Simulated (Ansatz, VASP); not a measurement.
## Two plane-wave programs on C

```
C
1.0
     1.23319    0.71198    8.28261
    -1.23319    0.71198    8.28261
     0.00000   -1.42396    8.28261
C
4
Direct
  0.91283 0.91283 0.91283
  0.24615 0.24615 0.24615
  0.75385 0.75385 0.75385
  0.08717 0.08717 0.08717
```

Alike in both runs: task single point; functional r2SCAN; k mesh 3 × 3 × 3; occupations fermi-dirac, width 0.1 eV; no spin polarisation.

|  | VASP | Ansatz |
| --- | --- | --- |
| version | VASP 6.6.1 | Ansatz 0.2.0 |
| potentials or method | VASP PAW PBE potentials, release 64 (C) | plane waves, PAW |
| plane-wave cutoff (eV) | 520 | 500 |
| valence electrons in the cell | 16 | 16 |

Ansatz gave:

```
pressure (GPa)                                                : -1.1
traceless stress, the component that is largest in VASP (GPa) : -1.26
```

Problem. Estimate VASP's values.

Solution. Pressure (GPa): -0.6; traceless stress, the component that is largest in VASP (GPa): -1.91.

VASP's potentials were made for PBE, not for r2SCAN.

The k mesh is coarse, so the values compare programs but aren't converged.
